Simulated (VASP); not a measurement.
# PbO in VASP: notebook

Aim: see how the results for PbO move with the level of theory and the settings. Levels: PBE, PBEsol. Tasks: single point.

Program: VASP 6.6.1. These are calculated values, not measurements. Logs are shortened: lines on timing, memory, paths and dates and some standing lists are left out, and cuts for length are marked.

### Step 1. The cell of the first run

The structure is orthorhombic, space group Pbcm (No. 57). Conventional cell: a = 5.991 Å, b = 5.583 Å, c = 4.836 Å, α = 90.00°, β = 90.00°, γ = 90.00°. Pb (site symmetry m) has 4 O at 2.21 to 2.55 Å within 2.9 Å. O (site symmetry m) has 4 Pb at 2.21 to 2.55 Å within 2.9 Å.

### Step 2. Single point, PBE (volume scaled by 1.06)

File INCAR:

```
PREC = Accurate ; ENCUT = 520
EDIFF = 1E-6 ; ISMEAR = -1
SIGMA = 0.05 ; LREAL = F
LASPH = T ; NELM = 100
ALGO = Normal ; ISIF = 2
LWAVE = F ; LCHARG = F
GGA = PE ; NBANDS = 50
```

File KPOINTS:

```
Automatic mesh
0
Gamma
  5 5 6
```

File POSCAR:

```
PbO
1.0
    5.9912449446      0.0000000000      0.0000000000
    0.0000000000      5.5833998156      0.0000000000
    0.0000000000      0.0000000000      4.8360236167
Pb O
4 4
Direct
    0.7690000000      0.5140000000      0.2500000000
    0.2310000000      0.4860000000      0.7500000000
    0.7690000000      0.9860000000      0.7500000000
    0.2310000000      0.0140000000      0.2500000000
    0.1320000000      0.5820000000      0.2500000000
    0.8680000000      0.4180000000      0.7500000000
    0.1320000000      0.9180000000      0.7500000000
    0.8680000000      0.0820000000      0.2500000000
```

Potentials or basis: VASP PAW PBE potentials, release 64 (Pb_d, O).

Command:

```sh
$ cat potpaw_PBE.64/Pb_d/POTCAR potpaw_PBE.64/O/POTCAR > POTCAR
$ mpirun -np 1 vasp_std > vasp.out
```

OUTCAR:

```text
PREC = Accurate
   ENCUT = 520
   EDIFF = 1E-6
   ISMEAR = -1
   LREAL = F
   LASPH = T
   NELM = 100
   ISIF = 2
   GGA = PE

 ion  position               nearest neighbor table
   1  0.769  0.514  0.250-   5 2.21   8 2.48   6 2.55   6 2.55   3 3.58   3 3.58   2 3.68   2 3.68
                             3 3.81   3 3.81   4 3.93   4 3.93   2 4.03   2 4.03
   2  0.231  0.486  0.750-   6 2.21   7 2.48   5 2.55   5 2.55   4 3.58   4 3.58   1 3.68   1 3.68
                             4 3.81   4 3.81   3 3.93   3 3.93   1 4.03   1 4.03
   3  0.769  0.986  0.750-   7 2.21   6 2.48   8 2.55   8 2.55   1 3.58   1 3.58   4 3.68   4 3.68
                             1 3.81   1 3.81   2 3.93   2 3.93   4 4.03   4 4.03
   4  0.231  0.014  0.250-   8 2.21   5 2.48   7 2.55   7 2.55   2 3.58   2 3.58   3 3.68   3 3.68
                             2 3.81   2 3.81   1 3.93   1 3.93   3 4.03   3 4.03
   5  0.132  0.582  0.250-   1 2.21   4 2.48   2 2.55   2 2.55
   6  0.868  0.418  0.750-   2 2.21   3 2.48   1 2.55   1 2.55
   7  0.132  0.918  0.750-   3 2.21   2 2.48   4 2.55   4 2.55
   8  0.868  0.082  0.250-   4 2.21   1 2.48   3 2.55   3 2.55

  LATTYP: Found a simple orthorhombic cell.
 ALAT       =     4.8360236167
 B/A-ratio  =     1.1545435379
 C/A-ratio  =     1.2388783471

  Lattice vectors:

 A1 = (   0.0000000000,   0.0000000000,  -4.8360236167)
 A2 = (   0.0000000000,   5.5833998156,   0.0000000000)
 A3 = (   5.9912449446,   0.0000000000,   0.0000000000)

Analysis of symmetry for initial positions (statically):
=====================================================================
 Subroutine PRICEL returns:
 Original cell was already a primitive cell.

 Routine SETGRP: Setting up the symmetry group for a
 simple orthorhombic supercell.

 Subroutine GETGRP returns: Found  8 space group operations
 (whereof  2 operations were pure point group operations)
 out of a pool of  8 trial point group operations.

The static configuration has the point symmetry S_2 .
 The point group associated with its full space group is D_2h.

Analysis of symmetry for dynamics (positions and initial velocities):
=====================================================================
 Subroutine PRICEL returns:
 Original cell was already a primitive cell.

 Routine SETGRP: Setting up the symmetry group for a
 simple orthorhombic supercell.

 Subroutine GETGRP returns: Found  8 space group operations
 (whereof  2 operations were pure point group operations)
 out of a pool of  8 trial point group operations.

The dynamic configuration has the point symmetry S_2 .
 The point group associated with its full space group is D_2h.

 Subroutine INISYM returns: Found  8 space group operations
 (whereof  2 operations are pure point group operations),
 and found     1 'primitive' translations

----------------------------------------------------------------------------------------

                                     Primitive cell

  volume of cell :     161.7723

  direct lattice vectors                    reciprocal lattice vectors
     5.991244945  0.000000000  0.000000000     0.166910218  0.000000000  0.000000000
     0.000000000  5.583399816  0.000000000     0.000000000  0.179102345  0.000000000
     0.000000000  0.000000000  4.836023617     0.000000000  0.000000000  0.206781455

  length of vectors
     5.991244945  5.583399816  4.836023617     0.166910218  0.179102345  0.206781455

  position of ions in fractional coordinates (direct lattice)
     0.769000000  0.514000000  0.250000000
     0.231000000  0.486000000  0.750000000
     0.769000000  0.986000000  0.750000000
     0.231000000  0.014000000  0.250000000
     0.132000000  0.582000000  0.250000000
     0.868000000  0.418000000  0.750000000
     0.132000000  0.918000000  0.750000000
     0.868000000  0.082000000  0.250000000

  ion indices of the primitive-cell ions
   primitive index   ion index
                 1           1
                 2           2
                 3           3
                 4           4
                 5           5
                 6           6
                 7           7
                 8           8

----------------------------------------------------------------------------------------

 KPOINTS: Automatic mesh

Automatic generation of k-mesh.
 Grid dimensions read from file:
 generate k-points for:    5    5    6

 Generating k-lattice:

  Cartesian coordinates                     Fractional coordinates (reciprocal lattice)
     0.033382044  0.000000000  0.000000000     0.200000000  0.000000000  0.000000000
     0.000000000  0.035820469  0.000000000     0.000000000  0.200000000  0.000000000
     0.000000000  0.000000000  0.034463576     0.000000000  0.000000000  0.166666667

  Length of vectors
     0.033382044  0.035820469  0.034463576

  Shift w.r.t. Gamma in fractional coordinates (k-lattice)
     0.000000000  0.000000000  0.000000000

 Subroutine IBZKPT returns following result:
 ===========================================

 Found     36 irreducible k-points:

 Following reciprocal coordinates:
            Coordinates               Weight
  0.000000  0.000000  0.000000      1.000000
  0.200000  0.000000  0.000000      2.000000
  0.400000  0.000000  0.000000      2.000000
  0.000000  0.200000  0.000000      2.000000
  0.200000  0.200000  0.000000      4.000000
  0.400000  0.200000  0.000000      4.000000
[... 16 lines left out ...]
  0.200000  0.200000  0.333333      8.000000
  0.400000  0.200000  0.333333      8.000000
 [... further k-points ...]
   k-points           NKPTS =     36   k-points in BZ     NKDIM =     36   number of bands    NBANDS=     50
   number of dos      NEDOS =    301   number of ions     NIONS =      8
   total plane-waves  NPLWV =  72576
   dimension x,y,z NGX =    48 NGY =   42 NGZ =   36
   dimension x,y,z NGXF=    96 NGYF=   84 NGZF=   72
   ions per type =               4   4
   NGX,Y,Z   is equivalent  to a cutoff of  13.32, 12.51, 12.38 a.u.
   NGXF,Y,Z  is equivalent  to a cutoff of  26.64, 25.01, 24.75 a.u.
 SYSTEM =  unknown system
   PREC   = accura    normal or accurate (medium, high low for compatibility)
   ISTART =      0    job   : 0-new  1-cont  2-samecut
   ICHARG =      2    charge: 1-file 2-atom 10-const
   ISPIN  =      1    spin polarized calculation?
   LNONCOLLINEAR =      F non collinear calculations
   LSORBIT =      F    spin-orbit coupling
   LASPH  =      T    aspherical Exc in radial PAW
   ENCUT  =  520.0 eV  38.22 Ry    6.18 a.u.  11.14 10.38  8.99*2*pi/ulx,y,z
   NELM   =    100;   NELMIN=  2; NELMDL= -5     # of ELM steps
   EDIFF  = 0.1E-05   stopping-criterion for ELM
   LREAL  =      F    real-space projection
[... 7 lines left out ...]
   TEBEG  =    0.0;   TEEND  =   0.0 temperature during run
   PSTRESS=    0.0 pullay stress
   NELECT =      80.0000    total number of electrons
   NUPDOWN=      -1.0000    fix difference up-down
   EMIN   =  10.00;   EMAX   =-10.00  energy-range for DOS
   EFERMI =   0.00;   METHOD = LEGACY
   ISMEAR =    -1;   SIGMA  =   0.05  broadening in eV -4-tet -1-fermi 0-gaus
   EFERMI_NEDOS =   21; number of points for ismear=-14 and -15
   IALGO  =     38    algorithm
   IMIX   =      4    mixing-type and parameters
     AMIX     =   0.40;   BMIX     =  1.00
     AMIX_MAG =   1.60;   BMIX_MAG =  1.00
  volume/ion in A,a.u.               =      20.22       136.46
  Fermi-wavevector in a.u.,A,eV,Ry     =   1.294603  2.446446 22.803338  1.675998
  Thomas-Fermi vector in A             =   2.426176
   LORBIT       =      0    0 simple, 1 ext, 2 COOP (PROOUT), +10 PAW based schemes
   GGA     = PE    functional components
   LHFCALC =     F    Hartree Fock is set to
   AEXX    =    0.0000 exact exchange contribution
   IVDW    =     0    specifies the selected vdW correction
   LEPSILON=     F    determine dielectric tensor
   LRPA    =     F    only Hartree local field effects (RPA)
 non-spin polarized calculation
  energy-cutoff  :      520.00
  volume of cell :      161.77
 maximum number of plane-waves:      4376
 NGX is ok and might be reduce to    48
   NGX = 23   NGY = 21   NGZ = 17

 number of electron      80.0000007 magnetization

 Free energy of the ion-electron system (eV)
  ---------------------------------------------------
  ext. energy  EPLUGINS =         0.00000000
  ---------------------------------------------------
  free energy    TOTEN  =       -42.40193884 eV

  energy without entropy =      -42.40193884  energy(sigma->0) =      -42.40193884

 E-fermi :   5.2057     XC(G=0):  -9.8526

 val. band max:        4.2444415361   @ k =   0.4000   0.2000   0.0000
 cond. band min:       6.1307897777   @ k =   0.4000   0.4000   0.3333
 fundamental gap:      1.8863482417
 Fermi energy:         5.2057048329

 k-point     1 :       0.0000    0.0000    0.0000
  band No.  band energies     occupation
      1     -12.8169      2.00000
      2     -12.7728      2.00000
      3     -12.6947      2.00000
      4     -12.6535      2.00000
      5     -11.3285      2.00000
      6     -11.2799      2.00000
[... 42 lines left out ...]
     49      11.5026      0.00000
     50      12.0011      0.00000

 k-point     2 :       0.2000    0.0000    0.0000
  band No.  band energies     occupation
      1     -12.8064      2.00000
      2     -12.7662      2.00000
      3     -12.6859      2.00000
      4     -12.6454      2.00000
      5     -11.3257      2.00000
      6     -11.2829      2.00000
[... 42 lines left out ...]
     49      11.4044      0.00000
     50      11.4596      0.00000

 k-point     3 :       0.4000    0.0000    0.0000
  band No.  band energies     occupation
      1     -12.7892      2.00000
      2     -12.7553      2.00000
      3     -12.6714      2.00000
      4     -12.6320      2.00000
      5     -11.3200      2.00000
      6     -11.2889      2.00000
[... 1102 lines left out ...]
     49      11.0001      0.00000
     50      11.1994      0.00000

 k-point    24 :       0.4000    0.2000    0.3333
  band No.  band energies     occupation
      1     -12.6530      2.00000
      2     -12.6403      2.00000
      3     -12.5999      2.00000
      4     -12.5716      2.00000
      5     -11.2569      2.00000
      6     -11.2418      2.00000
[... 42 lines left out ...]
     49      11.2513      0.00000
     50      11.5081      0.00000

 [... further k-points ...]

------------------------ aborting loop because EDIFF is reached ----------------------------------------

  FORCE on cell =-STRESS in cart. coord.  units (eV):
  Direction    XX          YY          ZZ          XY          YZ          ZX
  --------------------------------------------------------------------------------------
  -------------------------------------------------------------------------------------
  Total        0.6302222     -4.8013936     -2.6304818      0.0000000     -0.0000000      0.0000000
  in kB        6.2416590    -47.5525348    -26.0520360      0.0000000     -0.0000000      0.0000000
  external PRESSURE =     -22.4543039 kB  Pullay stress =       0.0000000 kB

 VOLUME and BASIS-vectors are now :
 -----------------------------------------------------------------------------
  energy-cutoff  :      520.00
  volume of cell :      161.77
      direct lattice vectors                 reciprocal lattice vectors
     5.991244945  0.000000000  0.000000000     0.166910218  0.000000000  0.000000000
     0.000000000  5.583399816  0.000000000     0.000000000  0.179102345  0.000000000
     0.000000000  0.000000000  4.836023617     0.000000000  0.000000000  0.206781455

 POSITION                                       TOTAL-FORCE (eV/Angst)
 -----------------------------------------------------------------------------------
      4.60727      2.86987      1.20901         0.413834     -1.009643      0.000000
      1.38398      2.71353      3.62702        -0.413834      1.009643     -0.000000
      4.60727      5.50523      3.62702         0.413834      1.009643     -0.000000
      1.38398      0.07817      1.20901        -0.413834     -1.009643      0.000000
      0.79084      3.24954      1.20901         0.544543      0.283979      0.000000
      5.20040      2.33386      3.62702        -0.544543     -0.283979     -0.000000
      0.79084      5.12556      3.62702         0.544543     -0.283979      0.000000
      5.20040      0.45784      1.20901        -0.544543      0.283979     -0.000000
 -----------------------------------------------------------------------------------
    total drift:                                0.000000     -0.000000     -0.000000

  FREE ENERGIE OF THE ION-ELECTRON SYSTEM (eV)
  ---------------------------------------------------
  free  energy   TOTEN  =       -42.4019388447 eV

  energy  without entropy=      -42.4019388426  energy(sigma->0) =      -42.40193884
```

Wall time 2.9 min (1 thread of Intel Xeon Platinum 8488C (Sapphire Rapids), shared host); peak memory 0.38 GiB.

Results:

```
Free energy            : -42.4019 eV
Pressure               : -2.2 GPa
Largest force          : 1.091 eV/Å
Band gap on the k mesh : 1.89 eV, indirect (least direct gap 2.07 eV)
```

Forces in eV/Å, atoms in the order of the input:
```
Pb   0.414 -1.010  0.000
Pb  -0.414  1.010  0.000
Pb   0.414  1.010  0.000
Pb  -0.414 -1.010  0.000
O    0.545  0.284  0.000
O   -0.545 -0.284  0.000
O    0.545 -0.284  0.000
O   -0.545  0.284  0.000
```

Stress tensor (GPa, compression positive):
```
 0.62  0.00  0.00
 0.00 -4.76  0.00
 0.00  0.00 -2.61
```

Caveat: the cell differs from its parent crystal (volume scaled by 1.06); spin-orbit coupling is left out, which moves the levels of the heavy elements; forces of over 1 eV/Å act on the atoms, so gaps and moduli don't describe the material at rest. A k mesh can miss the band edges.

### Step 3. Single point, PBE

This run uses another cell than the first one, of 19.08 Å³/atom, 0.943 times its volume.

File INCAR:

```
PREC = Accurate ; ENCUT = 520
EDIFF = 1E-7 ; ISMEAR = -1
SIGMA = 0.05 ; LREAL = F
LASPH = T ; NELM = 60
ALGO = Normal ; ISIF = 2
LWAVE = F ; LCHARG = T
GGA = PE ; LELF = T
LVHAR = T ; NBANDS = 50
```

File KPOINTS:

```
Automatic mesh
0
Gamma
  4 4 4
```

POSCAR: that of step 2 with these lines changed.

```diff
@@ -2,5 +2,5 @@
 1.0
-    5.9912449446      0.0000000000      0.0000000000
-    0.0000000000      5.5833998156      0.0000000000
-    0.0000000000      0.0000000000      4.8360236167
+    5.8760000000      0.0000000000      0.0000000000
+    0.0000000000      5.4760000000      0.0000000000
+    0.0000000000      0.0000000000      4.7430000000
 Pb O
```

Potentials or basis: VASP PAW PBE potentials, release 64 (Pb_d, O).

Command:

```sh
$ cat potpaw_PBE.64/Pb_d/POTCAR potpaw_PBE.64/O/POTCAR > POTCAR
$ mpirun -np 1 vasp_std > vasp.out
```

Run time: 2.6 min. Hardware: 1 thread of AMD EPYC 9R45 (Zen 5), shared host; peak memory 0.3 GiB.

The run converged. Its results:

```yaml
Free_energy: -42.4038 eV
Pressure: 2.4 GPa
Largest_force: 0.947 eV/Å
Band_gap_on_the_k_mesh: 2.21 eV, indirect (least direct gap 2.42 eV)
```

Forces on the atoms (eV/Å):
```
Pb  -0.343 -0.882  0.000
Pb   0.343  0.882  0.000
Pb  -0.343  0.882  0.000
Pb   0.343 -0.882  0.000
O    0.830  0.305  0.000
O   -0.830 -0.305  0.000
O    0.830 -0.305  0.000
O   -0.830  0.305  0.000
```

Stress tensor (GPa, compression positive):
```
 6.74  0.00  0.00
 0.00 -1.36  0.00
 0.00  0.00  1.75
```

Levels at points of the mesh, in eV from the valence-band top:
| k point | band 36 | band 37 | band 38 | band 39 | band 40 | band 41 | band 42 | band 43 | band 44 | band 45 |
| --- | --- | --- | --- | --- | --- | --- | --- | --- | --- | --- |
| (0.00, 0.00, 0.00) | -1.43 | -1.39 | -1.00 | -0.36 | -0.01 | 3.57 | 4.09 | 4.40 | 4.79 | 4.99 |
| (0.50, 0.00, 0.00) | -1.27 | -1.05 | -0.66 | -0.54 | 0.00 | 2.79 | 3.02 | 3.40 | 5.15 | 5.98 |
| (0.00, 0.50, 0.00) | -1.50 | -0.74 | -0.74 | -0.10 | -0.10 | 3.74 | 3.74 | 4.77 | 4.77 | 5.15 |
| (0.50, 0.50, 0.00) | -1.57 | -0.53 | -0.53 | -0.42 | -0.42 | 3.18 | 3.18 | 3.89 | 3.89 | 4.20 |
| (0.00, 0.00, 0.50) | -1.20 | -0.70 | -0.70 | -0.16 | -0.16 | 4.19 | 4.19 | 4.76 | 4.76 | 5.32 |
| (0.50, 0.00, 0.50) | -0.86 | -0.49 | -0.49 | -0.39 | -0.39 | 3.31 | 3.31 | 3.47 | 3.47 | 4.92 |
| (0.00, 0.50, 0.50) | -1.29 | -0.62 | -0.62 | -0.62 | -0.62 | 3.25 | 3.25 | 3.25 | 3.25 | 6.34 |
| (0.50, 0.50, 0.50) | -1.19 | -0.53 | -0.53 | -0.53 | -0.53 | 2.46 | 2.46 | 2.46 | 2.46 | 6.77 |

Caveat: spin-orbit coupling is left out, which moves the levels of the heavy elements.

### Step 4. Single point, PBEsol (atoms moved at random)

File INCAR:

```
ALGO     = Normal         # electronic algorithm
EDIFF    = 1E-6           # SCF threshold, eV
ENCUT    = 520            # plane-wave cutoff, eV
GGA      = PS             # functional
ISIF     = 2              # what is computed and relaxed
ISMEAR   = -1             # smearing method
LASPH    = True           # aspherical terms in the spheres
LCHARG   = False          # write CHGCAR
LREAL    = False          # projectors in reciprocal space
LWAVE    = False          # write WAVECAR
NBANDS   = 50             # bands
NELM     = 60             # most SCF steps
PREC     = Accurate       # precision mode
SIGMA    = 0.05           # smearing width, eV
```

File KPOINTS:

```
k-points
0
Gamma
  5 5 6
```

File POSCAR:

```
PbO
1.0
    5.8760000000      0.0000000000      0.0000000000
    0.0000000000      5.4760000000      0.0000000000
    0.0000000000      0.0000000000      4.7430000000
Pb O
4 4
Direct
    0.7721320000      0.5103020000      0.2450010000
    0.2372420000      0.4864130000      0.7395790000
    0.7784430000      0.9822340000      0.7537270000
    0.2330850000      0.0110260000      0.2567580000
    0.1291930000      0.5846910000      0.2538390000
    0.8705980000      0.4250400000      0.7471500000
    0.1379660000      0.9216270000      0.7482840000
    0.8662250000      0.0742650000      0.2369900000
```

Command:

```sh
$ cat potpaw_PBE.64/Pb_d/POTCAR potpaw_PBE.64/O/POTCAR > POTCAR
$ mpirun -np 1 vasp_std > vasp.out
```

It took 9.2 min on 1 thread of Intel Xeon Platinum 8259CL at 2.50GHz (Skylake/Cascade Lake), shared host; peak memory 0.53 GiB.

The run converged. Its results:

| Quantity | Value |
| --- | --- |
| Free energy | -45.2248 eV |
| Pressure | -1.2 GPa |
| Largest force | 1.114 eV/Å |
| Band gap on the k mesh | 1.86 eV, indirect (least direct gap 2.02 eV) |

Forces in eV/Å, atoms in the order of the input:
```
Pb  -0.405 -0.937  0.021
Pb  -0.200  0.921  0.116
Pb  -0.511  0.909 -0.041
Pb  -0.029 -0.863 -0.142
O    1.071  0.300 -0.065
O   -0.461 -0.429 -0.019
O    0.916 -0.357 -0.054
O   -0.381  0.456  0.185
```

Stress tensor (GPa, compression positive):
```
 3.46  0.10 -0.24
 0.10 -5.25 -0.08
-0.24 -0.08 -1.88
```

Levels at points of the mesh, in eV from the valence-band top:
| k point | band 37 | band 38 | band 39 | band 40 | band 41 | band 42 | band 43 | band 44 |
| --- | --- | --- | --- | --- | --- | --- | --- | --- |
| (0.00, 0.00, 0.00) | -1.43 | -1.09 | -0.41 | 0.00 | 3.52 | 4.03 | 4.37 | 4.68 |
| (0.00, 0.00, 0.50) | -0.75 | -0.70 | -0.14 | -0.12 | 4.11 | 4.21 | 4.70 | 4.74 |

Caveat: the cell differs from its parent crystal (atoms moved at random); the PAW data sets were made with another functional, which shifts forces and pressure a little; spin-orbit coupling is left out, which moves the levels of the heavy elements.

(Part 1 of 2 ends here.)
